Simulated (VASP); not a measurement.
# Si10H5Cl in VASP: single point with PBE

Aim: the single point of Si10H5Cl with PBE.

All numbers are computed with VASP 6.6.1; they aren't measurements. Logs are shortened: lines on timing, memory, paths and dates and some standing lists are left out, and cuts for length are marked.

**1. The cell of the first run**

The cell holds a slab with vacuum, 32 atoms: a = 7.679 Å, b = 7.679 Å, c = 18.254 Å, α = 90.00°, β = 90.00°, γ = 90.00°.

**2. Single point, PBE**

INCAR reads:

```
PREC = Accurate
ENCUT = 520
EDIFF = 1E-6
ISMEAR = -1
SIGMA = 0.02
LREAL = Auto
LASPH = T
NELM = 60
ALGO = Normal
ISIF = 2
LWAVE = F
LCHARG = T
GGA = PE
LELF = T
LVHAR = T
NBANDS = 74
```

KPOINTS reads:

```
Automatic mesh
0
Gamma
  2 2 1
```

POSCAR reads:

```
Si10H5Cl
1.0
    7.6791800000      0.0000000000      0.0000000000
    0.0000000000      7.6791800000      0.0000000000
    0.0000000000      0.0000000000     18.2543620000
H Si Cl
10 20 2
Direct
    0.4093920184      0.0000000000      0.0547814270
    0.0906079816      0.0000000000      0.0547814270
    0.9093920184      0.0000000000      0.0547814270
    0.5906079816      0.0000000000      0.0547814270
    0.4093920184      0.5000000000      0.0547814270
    0.0906079816      0.5000000000      0.0547814270
    0.9093920184      0.5000000000      0.0547814270
    0.5906079816      0.5000000000      0.0547814270
    0.2496116773      0.4738465565      0.4717147058
    0.7495025511      0.4740439734      0.4716631565
    0.2500000000      0.0000000000      0.1021947521
    0.7500000000      0.0000000000      0.1021947521
    0.2500000000      0.5000000000      0.1021947521
    0.7500000000      0.5000000000      0.1021947521
    0.2503021156      0.2500724036      0.1734063343
    0.7502652627      0.2500879000      0.1733997058
    0.2499476507      0.7498926969      0.1795008777
    0.7499249920      0.7498758982      0.1795040550
    0.0002712529      0.2513535299      0.2458325851
    0.5002902654      0.2512876375      0.2458596471
   -0.0000873791      0.7492908097      0.2568961873
    0.4999015520      0.7493066968      0.2569129504
   -0.0003958756      0.0116235067      0.3260762551
    0.4996539995      0.0115990249      0.3261383772
   -0.0002019747      0.4883718053      0.3273351323
    0.4997399462      0.4883508395      0.3273198483
    0.2495752151      0.0938468691      0.3925910969
    0.7496590782      0.0940127722      0.3926171728
    0.2497334351      0.4091499353      0.3941912623
    0.7497129902      0.4092763811      0.3941503954
    0.7506179045      0.9936899513      0.4989775047
    1.2501480627      0.9929786774      0.4988705713
```

Potentials or basis: VASP PAW PBE potentials, release 64 (H, Si, Cl).

Started as:

```
$ cat potpaw_PBE.64/H/POTCAR potpaw_PBE.64/Si/POTCAR potpaw_PBE.64/Cl/POTCAR > POTCAR
$ mpirun -np 1 vasp_std > vasp.out
```

OUTCAR:

```text
PREC = Accurate
   ENCUT = 520
   EDIFF = 1E-6
   ISMEAR = -1
   LREAL = Auto
   LASPH = T
   NELM = 60
   ISIF = 2
   GGA = PE

 ion  position               nearest neighbor table
   1  0.409  0.000  0.055-  11 1.50
   2  0.091  0.000  0.055-  11 1.50
   3  0.909  0.000  0.055-  12 1.50
   4  0.591  0.000  0.055-  12 1.50
   5  0.409  0.500  0.055-  13 1.50
   6  0.091  0.500  0.055-  13 1.50
   7  0.909  0.500  0.055-  14 1.50
   8  0.591  0.500  0.055-  14 1.50
   9  0.250  0.474  0.472-  29 1.50
  10  0.750  0.474  0.472-  30 1.50
  11  0.250  0.000  0.102-   1 1.50   2 1.50  15 2.32  17 2.38
  12  0.750  0.000  0.102-   3 1.50   4 1.50  16 2.32  18 2.38
  13  0.250  0.500  0.102-   5 1.50   6 1.50  15 2.32  17 2.38
  14  0.750  0.500  0.102-   7 1.50   8 1.50  16 2.32  18 2.38
  15  0.250  0.250  0.173-  13 2.32  11 2.32  19 2.33  20 2.33
  16  0.750  0.250  0.173-  14 2.32  12 2.32  19 2.33  20 2.33
[... 12 lines left out ...]
  29  0.250  0.409  0.394-   9 1.50  25 2.35  26 2.35  27 2.42
  30  0.750  0.409  0.394-  10 1.50  26 2.35  25 2.35  28 2.42
  31  0.751  0.994  0.499-  28 2.09
  32  0.250  0.993  0.499-  27 2.09

  LATTYP: Found a simple tetragonal cell.
 ALAT       =     7.6791800000
 C/A-ratio  =     2.3771238596

  Lattice vectors:

 A1 = (   7.6791800000,   0.0000000000,   0.0000000000)
 A2 = (   0.0000000000,   7.6791800000,   0.0000000000)
 A3 = (   0.0000000000,   0.0000000000,  18.2543620000)

Analysis of symmetry for initial positions (statically):
=====================================================================
 Subroutine PRICEL returns:
 Original cell was already a primitive cell.

 Routine SETGRP: Setting up the symmetry group for a
 simple tetragonal supercell.

 Subroutine GETGRP returns: Found  1 space group operations
 (whereof  1 operations were pure point group operations)
 out of a pool of 16 trial point group operations.

The static configuration has the point symmetry C_1 .

Analysis of symmetry for dynamics (positions and initial velocities):
=====================================================================
 Subroutine PRICEL returns:
 Original cell was already a primitive cell.

 Routine SETGRP: Setting up the symmetry group for a
 simple tetragonal supercell.

 Subroutine GETGRP returns: Found  1 space group operations
 (whereof  1 operations were pure point group operations)
 out of a pool of 16 trial point group operations.

The dynamic configuration has the point symmetry C_1 .

 Subroutine INISYM returns: Found  1 space group operations
 (whereof  1 operations are pure point group operations),
 and found     1 'primitive' translations

----------------------------------------------------------------------------------------

                                     Primitive cell

  volume of cell :    1076.4562

  direct lattice vectors                    reciprocal lattice vectors
     7.679180000  0.000000000  0.000000000     0.130222237  0.000000000  0.000000000
     0.000000000  7.679180000  0.000000000     0.000000000  0.130222237  0.000000000
     0.000000000  0.000000000 18.254362000     0.000000000  0.000000000  0.054781427

  length of vectors
     7.679180000  7.679180000 18.254362000     0.130222237  0.130222237  0.054781427

  position of ions in fractional coordinates (direct lattice)
     0.409392018  0.000000000  0.054781427
     0.090607982  0.000000000  0.054781427
     0.909392018  0.000000000  0.054781427
     0.590607982  0.000000000  0.054781427
     0.409392018  0.500000000  0.054781427
     0.090607982  0.500000000  0.054781427
[... 24 lines left out ...]
     0.750617904  0.993689951  0.498977505
     0.250148063  0.992978677  0.498870571

  ion indices of the primitive-cell ions
   primitive index   ion index
                 1           1
                 2           2
                 3           3
                 4           4
                 5           5
                 6           6
[... 24 lines left out ...]
                31          31
                32          32

----------------------------------------------------------------------------------------

 KPOINTS: Automatic mesh

Automatic generation of k-mesh.
 Grid dimensions read from file:
 generate k-points for:    2    2    1

 Generating k-lattice:

  Cartesian coordinates                     Fractional coordinates (reciprocal lattice)
     0.065111119  0.000000000  0.000000000     0.500000000  0.000000000  0.000000000
     0.000000000  0.065111119  0.000000000     0.000000000  0.500000000  0.000000000
     0.000000000  0.000000000  0.054781427     0.000000000  0.000000000  1.000000000

  Length of vectors
     0.065111119  0.065111119  0.054781427

  Shift w.r.t. Gamma in fractional coordinates (k-lattice)
     0.000000000  0.000000000  0.000000000

 Subroutine IBZKPT returns following result:
 ===========================================

 Found      4 irreducible k-points:

 Following reciprocal coordinates:
            Coordinates               Weight
  0.000000  0.000000  0.000000      1.000000
  0.500000  0.000000  0.000000      1.000000
  0.000000  0.500000  0.000000      1.000000
  0.500000  0.500000  0.000000      1.000000
   k-points           NKPTS =      4   k-points in BZ     NKDIM =      4   number of bands    NBANDS=     74
   number of dos      NEDOS =    301   number of ions     NIONS =     32
   total plane-waves  NPLWV = 504000
   dimension x,y,z NGX =    60 NGY =   60 NGZ =  140
   dimension x,y,z NGXF=   120 NGYF=  120 NGZF=  280
   ions per type =              10  20   2
   NGX,Y,Z   is equivalent  to a cutoff of  12.99, 12.99, 12.75 a.u.
   NGXF,Y,Z  is equivalent  to a cutoff of  25.98, 25.98, 25.50 a.u.
 SYSTEM =  unknown system
   PREC   = accura    normal or accurate (medium, high low for compatibility)
   ISTART =      0    job   : 0-new  1-cont  2-samecut
   ICHARG =      2    charge: 1-file 2-atom 10-const
   ISPIN  =      1    spin polarized calculation?
   LNONCOLLINEAR =      F non collinear calculations
   LSORBIT =      F    spin-orbit coupling
   LASPH  =      T    aspherical Exc in radial PAW
   ENCUT  =  520.0 eV  38.22 Ry    6.18 a.u.  14.28 14.28 33.94*2*pi/ulx,y,z
   NELM   =     60;   NELMIN=  2; NELMDL= -5     # of ELM steps
   EDIFF  = 0.1E-05   stopping-criterion for ELM
   LREAL  =      T    real-space projection
   EDIFFG = 0.1E-04   stopping-criterion for IOM
   NSW    =      0    number of steps for IOM
[... 5 lines left out ...]
   TEBEG  =    0.0;   TEEND  =   0.0 temperature during run
   PSTRESS=    0.0 pullay stress
   NELECT =     104.0000    total number of electrons
   NUPDOWN=      -1.0000    fix difference up-down
   EMIN   =  10.00;   EMAX   =-10.00  energy-range for DOS
   EFERMI =   0.00;   METHOD = LEGACY
   ISMEAR =    -1;   SIGMA  =   0.02  broadening in eV -4-tet -1-fermi 0-gaus
   EFERMI_NEDOS =   21; number of points for ismear=-14 and -15
   IALGO  =     38    algorithm
   IMIX   =      4    mixing-type and parameters
     AMIX     =   0.40;   BMIX     =  1.00
     AMIX_MAG =   1.60;   BMIX_MAG =  1.00
  volume/ion in A,a.u.               =      33.64       227.01
  Fermi-wavevector in a.u.,A,eV,Ry     =   0.751197  1.419556  7.677725  0.564297
  Thomas-Fermi vector in A             =   1.848123
   LORBIT       =      0    0 simple, 1 ext, 2 COOP (PROOUT), +10 PAW based schemes
   GGA     = PE    functional components
   LHFCALC =     F    Hartree Fock is set to
   AEXX    =    0.0000 exact exchange contribution
   IVDW    =     0    specifies the selected vdW correction
   LEPSILON=     F    determine dielectric tensor
   LRPA    =     F    only Hartree local field effects (RPA)
 non-spin polarized calculation
  energy-cutoff  :      520.00
  volume of cell :     1076.46
 maximum number of plane-waves:     29043
 NGX is ok and might be reduce to    60
   NGX = 29   NGY = 29   NGZ = 67

 number of electron     104.0000007 magnetization

 Free energy of the ion-electron system (eV)
  ---------------------------------------------------
  ext. energy  EPLUGINS =         0.00000000
  ---------------------------------------------------
  free energy    TOTEN  =      -145.51665871 eV

  energy without entropy =     -145.51665871  energy(sigma->0) =     -145.51665871

 E-fermi :  -0.3160     XC(G=0):  -4.9614

 val. band max:       -0.8039077333   @ k =   0.0000   0.5000   0.0000
 cond. band min:       0.4974656062   @ k =   0.0000   0.0000   0.0000
 fundamental gap:      1.3013733394
 Fermi energy:        -0.3159886584

 k-point     1 :       0.0000    0.0000    0.0000
  band No.  band energies     occupation
      1     -16.2631      2.00000
      2     -16.1452      2.00000
      3     -11.9609      2.00000
      4     -10.8848      2.00000
      5     -10.1446      2.00000
      6     -10.0877      2.00000
[... 56 lines left out ...]
     63       2.0681      0.00000
     64       2.4236      0.00000

 k-point     2 :       0.5000    0.0000    0.0000
  band No.  band energies     occupation
      1     -16.2054      2.00000
      2     -16.2044      2.00000
      3     -11.4372      2.00000
      4     -11.4370      2.00000
      5     -10.4316      2.00000
      6     -10.4314      2.00000
[... 56 lines left out ...]
     63       2.4685      0.00000
     64       2.4690      0.00000

 k-point     3 :       0.0000    0.5000    0.0000
  band No.  band energies     occupation
      1     -16.2628      2.00000
      2     -16.1451      2.00000
      3     -11.6567      2.00000
      4     -11.1765      2.00000
      5     -10.6059      2.00000
      6     -10.0049      2.00000
[... 56 lines left out ...]
     63       2.3914      0.00000
     64       2.5362      0.00000

 k-point     4 :       0.5000    0.5000    0.0000
  band No.  band energies     occupation
      1     -16.2052      2.00000
      2     -16.2042      2.00000
      3     -11.1222      2.00000
      4     -11.1219      2.00000
      5     -10.6666      2.00000
      6     -10.6666      2.00000
[... 56 lines left out ...]
     63       3.0038      0.00000
     64       3.0040      0.00000
 [bands above 64 left out]

------------------------ aborting loop because EDIFF is reached ----------------------------------------

  FORCE on cell =-STRESS in cart. coord.  units (eV):
  Direction    XX          YY          ZZ          XY          YZ          ZX
  --------------------------------------------------------------------------------------
  -------------------------------------------------------------------------------------
  Total       17.0884920      1.1607909     -0.4071347      0.0093662      0.0742567      0.0378275
  in kB       25.4341934      1.7276996     -0.6059716      0.0139404      0.1105223      0.0563017
  external PRESSURE =       8.8519738 kB  Pullay stress =       0.0000000 kB

 VOLUME and BASIS-vectors are now :
 -----------------------------------------------------------------------------
  energy-cutoff  :      520.00
  volume of cell :     1076.46
      direct lattice vectors                 reciprocal lattice vectors
     7.679180000  0.000000000  0.000000000     0.130222237  0.000000000  0.000000000
     0.000000000  7.679180000  0.000000000     0.000000000  0.130222237  0.000000000
     0.000000000  0.000000000 18.254362000     0.000000000  0.000000000  0.054781427

 POSITION                                       TOTAL-FORCE (eV/Angst)
 -----------------------------------------------------------------------------------
      3.14379      0.00000      1.00000        -0.630239     -0.082631      0.003650
      0.69580      0.00000      1.00000         0.629907     -0.080018      0.004570
      6.98338      0.00000      1.00000        -0.630203     -0.082671      0.003824
      4.53539      0.00000      1.00000         0.629859     -0.080100      0.004553
      3.14379      3.83959      1.00000        -0.629562      0.083148      0.000195
      0.69580      3.83959      1.00000         0.629136      0.080109      0.001447
[... 24 lines left out ...]
      5.76413      7.63072      9.10852        -0.004881      0.008877     -0.012657
      1.92093      7.62526      9.10656        -0.000496      0.012164     -0.013182
 -----------------------------------------------------------------------------------
    total drift:                                0.000373      0.002320      0.005012

  FREE ENERGIE OF THE ION-ELECTRON SYSTEM (eV)
  ---------------------------------------------------
  free  energy   TOTEN  =      -145.5166587059 eV

  energy  without entropy=     -145.5166587059  energy(sigma->0) =     -145.51665871
```

Wall time 8.9 min (1 thread of Intel Xeon 6975P-C (Granite Rapids), shared host); peak memory 1 GiB.

Results:

* Free energy: -145.5167 eV
* Largest force: 0.636 eV/Å
* Band gap on the k mesh: 1.30 eV

Forces in eV/Å, atoms in the order of the input:
```
H   -0.630 -0.083  0.004
H    0.630 -0.080  0.005
H   -0.630 -0.083  0.004
H    0.630 -0.080  0.005
H   -0.630  0.083  0.000
H    0.629  0.080  0.001
H   -0.629  0.083  0.001
H    0.629  0.080  0.001
H    0.003  0.002 -0.010
H    0.003  0.001 -0.010
Si   0.000 -0.246  0.014
Si   0.000 -0.246  0.015
Si   0.002  0.240 -0.005
Si  -0.001  0.241 -0.006
Si  -0.003 -0.001  0.004
Si  -0.002 -0.003  0.005
Si  -0.001 -0.003 -0.001
Si   0.000 -0.002 -0.001
Si  -0.005 -0.001 -0.008
Si  -0.007 -0.001 -0.010
Si  -0.001  0.007 -0.005
Si   0.000  0.007 -0.006
Si   0.004  0.010 -0.001
Si   0.004  0.008 -0.003
Si   0.002  0.007 -0.012
Si   0.001  0.007 -0.011
Si   0.002 -0.021  0.018
Si   0.003 -0.021  0.016
Si   0.000 -0.003  0.011
Si   0.001 -0.003  0.012
Cl  -0.005  0.009 -0.013
Cl   0.000  0.012 -0.013
```

Levels at points of the mesh, in eV from the valence-band top:
```csv
k point,band 50,band 51,band 52,band 53,band 54,band 55
"(0.00, 0.00, 0.00)",-0.49,-0.38,-0.21,1.30,1.60,1.71
"(0.50, 0.00, 0.00)",-0.75,-0.40,-0.40,2.16,2.16,2.48
"(0.00, 0.50, 0.00)",-0.96,-0.31,0.00,1.52,1.84,2.28
"(0.50, 0.50, 0.00)",-1.13,-0.82,-0.82,2.30,2.30,2.36
```

Caveat: there is no dipole correction, which matters where the two faces differ.
